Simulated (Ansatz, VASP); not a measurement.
## One calculation of V, two programs

The input INCAR:

```
SYSTEM = V
ALGO = Normal
EDIFF = 1E-6
ENCUT = 520
GGA = RP
ISIF = 2
ISMEAR = -1
LASPH = .TRUE.
LCHARG = .FALSE.
LREAL = .FALSE.
LWAVE = .FALSE.
NBANDS = 12
NELM = 100
PREC = Accurate
SIGMA = 0.1
```

File KPOINTS:

```
k-points
0
G
  23 23 23
  0 0 0
```

The input POSCAR:

```
V
1.0
    0.0000000000      1.9746677348      1.9746677348
    1.9746677348      0.0000000000      1.9746677348
    1.9746677348      1.9746677348      0.0000000000
V
1
Direct
    0.0000000000      0.0000000000      0.0000000000
```

Input for Ansatz:

```yaml
crystal:
  lattice:
    - [0.0, 1.9746677348, 1.9746677348]
    - [1.9746677348, 0.0, 1.9746677348]
    - [1.9746677348, 1.9746677348, 0.0]
  atoms:
    - { symbol: V, position: [0.0, 0.0, 0.0] }
hamiltonian:
  xc: rpbe
  pseudopotentials:
    kind: paw
    azcp:
      V: "pseudopotentials/V.paw.azcp"
basis:
  ecutwfc: 420
  fft_grid_basis: typed
kpoints:
  mp_grid: { grid: [23, 23, 23], shift: [0, 0, 0] }
magnetization:
  spin_polarized: false
scf:
  occupations: { method: fermi_dirac, width: 0.1 }
output:
  stress: true
```

Alike in both runs: task single point; functional RPBE; k mesh 23 × 23 × 23; occupations fermi-dirac, width 0.1 eV; no spin polarisation.

|  | VASP | Ansatz |
| --- | --- | --- |
| version | VASP 6.6.1 | Ansatz 0.2.0 |
| potentials or method | VASP PAW PBE potentials, release 64 (V_sv), cutoff 520 eV | plane waves (420 eV) with PAW, scalar-relativistic |
| valence electrons in the cell | 13 | 13 |

Ansatz gave:

| Property | Result |
| --- | --- |
| pressure (GPa) | -10.9 |

Problem. Which values does VASP return?

Solution. Pressure (GPa): -10.7.

VASP's potentials were made for PBE, not for RPBE. The functional is the same, so the differences come from potentials, cutoffs and numerics.
